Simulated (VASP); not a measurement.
Write the native input for VASP 6.6.1 that does the following.

```
Task                   : single point
Functional             : PBE
Dispersion             : D3(BJ)
Potentials or basis    : VASP PAW PBE potentials, release 64 (Zn, O)
Cutoff                 : 520 eV
k mesh                 : 3 × 3 × 1
Occupations            : gaussian, width 0.05 eV
Spin                   : no spin polarisation
Dipole correction      : yes
Further INCAR settings : LREAL = Auto; ALGO = Normal; EDIFF = 1e-07; NBANDS = 126
```

The structure of ZnO lies in POSCAR:

```
ZnO
1.0
    6.5094894487      0.0000000000      0.0000000000
    0.0000000000      5.2564237859      0.0000000000
    0.0000000000      0.0000000000     22.5769470996
Zn O
12 12
Direct
    0.5000000000      0.9983827814      0.3543437456
    0.0000000000      0.9983827814      0.3543437456
    0.7500000000      0.4983827814      0.3959598183
    0.2500000000      0.4983827814      0.3959598183
    0.7500000000      0.9983827814      0.4791919637
    0.2500000000      0.9983827814      0.4791919637
    0.0000000000      0.4942166944      0.5178456200
    0.5000000000      0.4942166944      0.5178456200
    0.0000000000      0.9960886853      0.6077703422
    0.5000000000      0.9960886853      0.6077703422
    0.2500000000      0.4590729055      0.6306712393
    0.7500000000      0.4590729055      0.6306712393
    0.5000000000      0.6195172186      0.3543437456
    0.0000000000      0.6195172186      0.3543437456
    0.7500000000      0.1195172186      0.3959598183
    0.2500000000      0.1195172186      0.3959598183
    0.7500000000      0.6195172186      0.4791919637
    0.2500000000      0.6195172186      0.4791919637
    0.0000000000      0.1169774690      0.5200889426
    0.5000000000      0.1169774690      0.5200889426
    0.0000000000      0.6180923171      0.6037637886
    0.5000000000      0.6180923171      0.6037637886
    0.2500000000      0.1107480629      0.6450186528
    0.7500000000      0.1107480629      0.6450186528
```

One way to write it, as run:

INCAR

```
SYSTEM = ZnO
  ALGO = Normal
  DIPOL = 0.5 0.5 0.499
  EDIFF = 1E-7
  ENCUT = 520
  GGA = PE
  IDIPOL = 3
  ISIF = 2
  ISMEAR = 0
  IVDW = 12
  LASPH = .True.
  LCHARG = .False.
  LDIPOL = .True.
  LREAL = Auto
  LWAVE = .False.
  NBANDS = 126
  NELM = 100
  PREC = Accurate
  SIGMA = 0.05
```

KPOINTS

```
k-points
0
Gamma
  3 3 1
  0 0 0
```

Potentials or basis: VASP PAW PBE potentials, release 64 (Zn, O).

Launch:

```console
$ cat potpaw_PBE.64/Zn/POTCAR potpaw_PBE.64/O/POTCAR > POTCAR
$ mpirun -np 1 vasp_std > vasp.out
```

Results of the run:

The largest force is 1.706 eV/Å, the band gap on the k mesh is 0.69 eV and the dispersion energy per atom is -0.170 eV.

Caveat: semilocal functionals underestimate gaps, and a narrow one can read as zero.

It took 34 min on 1 thread of Intel Xeon 8259CL, on a shared host, peak memory 0.79 GiB.
